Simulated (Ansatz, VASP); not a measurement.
# Ti2AlN3 in VASP and in Ansatz

File INCAR:

```
PREC = Accurate
ENCUT = 600
EDIFF = 1E-6
ISMEAR = 0
SIGMA = 0.1
LREAL = F
LASPH = T
NELM = 60
ALGO = Normal
ISIF = 3
LWAVE = F
LCHARG = F
GGA = PE
IBRION = 2
NSW = 100
EDIFFG = -0.01
```

KPOINTS

```
Automatic mesh
0
Gamma
  12 12 14
```

File POSCAR:

```
Ti2AlN3
1.0
    5.3703956879      0.0000000000      0.0000000000
   -2.6851978440      4.6508990941      0.0000000000
    0.0000000000      0.0000000000      2.7275332587
Ti Al N
2 1 3
Direct
    0.6666666667      0.3333333333      0.0000000000
    0.3333333333      0.6666666667      0.0000000000
    0.0000000000      0.0000000000      0.0000000000
    0.5000000000      0.0000000000      0.5000000000
    0.5000000000      0.5000000000      0.5000000000
    0.0000000000      0.5000000000      0.5000000000
```

Input for Ansatz:

```yaml
crystal:
  lattice:
    - [5.3703956879, 0.0, 0.0]
    - [-2.685197844, 4.6508990941, 0.0]
    - [0.0, 0.0, 2.7275332587]
  atoms:
    - { symbol: Ti, position: [0.6666666667, 0.3333333333, 0.0] }
    - { symbol: Ti, position: [0.3333333333, 0.6666666667, 0.0] }
    - { symbol: Al, position: [0.0, 0.0, 0.0] }
    - { symbol: "N", position: [0.5, 0.0, 0.5] }
    - { symbol: "N", position: [0.5, 0.5, 0.5] }
    - { symbol: "N", position: [0.0, 0.5, 0.5] }
basis:
  ecutwfc: 420
kpoints:
  mp_grid: { grid: [12, 12, 14] }
hamiltonian:
  xc: pbe
scf:
  occupations: { method: gaussian, width: 0.1 }
output:
  forces: true
  stress: true
  eigenvalues: true
relax:
  adjacent_minimum: "off"
  f_tol: 0.01
  max_steps: 80
  cell: { stress_tol: 0.05 }
```

Change from the starting cell: species swapped into the GdAl3Pd2 type (P6/mmm, No. 191).

Alike in both runs: task relaxation of cell and atoms; functional PBE; k mesh 12 × 12 × 14; occupations gaussian, width 0.1 eV; no spin polarisation.

|  | VASP | Ansatz |
| --- | --- | --- |
| version | VASP 6.6.1 | Ansatz 0.2.0 |
| potentials or method | VASP PAW PBE potentials, release 64 (Ti_sv, Al, N), cutoff 600 eV | scalar-relativistic, plane waves, PAW |
| valence electrons in the cell | 42 | 42 |

|  | VASP | Ansatz | Ansatz less VASP |
| --- | --- | --- | --- |
| gap on the k mesh at the Fermi level, each at its own relaxed structure (eV) | none | none | - |
| relaxed volume (Å³/atom) | 11.37 | 11.36 | -0.009 |
| relaxed cell length with the largest relative difference (Å) | 2.729 | 2.728 | -0.0013 |

A gap of «none» marks a metal or a gap that the smearing closes.
